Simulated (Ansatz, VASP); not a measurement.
## SrO in VASP and in Ansatz

```xyz
2
Lattice="0.0000 2.4413 2.6340 2.4413 0.0000 2.6340 2.4413 2.4413 0.0000" Properties=species:S:1:pos:R:3 pbc="T T T"
Sr    0.0000    0.0000    0.0000
O     2.4413    2.4413    2.6340
```

Change from the starting cell: strain -0.050 along x and y, +0.025 along z, atoms carried along.

Alike in both runs: task single point; functional LDA; k mesh 8 × 8 × 8; occupations gaussian, width 0.05 eV; no spin polarisation.

|  | VASP | Ansatz |
| --- | --- | --- |
| version | VASP 6.6.1 | Ansatz 0.2.0 |
| potentials or method | VASP PAW LDA potentials, release 64 (Sr_sv, O), cutoff 520 eV | scalar-relativistic, plane waves, PAW |
| valence electrons in the cell | 16 | 16 |

```tsv
	VASP	Ansatz	Ansatz less VASP
gap on the k mesh at the Fermi level (eV)	2.80	2.86	+0.057
least direct gap on the mesh (eV)	2.80	2.86	+0.057
pressure (GPa)	6.3	5.2	-1.08
traceless stress, the component that is largest in VASP (GPa)	-9.15	-8.62	+0.526
```

LDA's correlation is that of Perdew and Zunger in VASP and of Perdew and Wang (1992) in Ansatz.
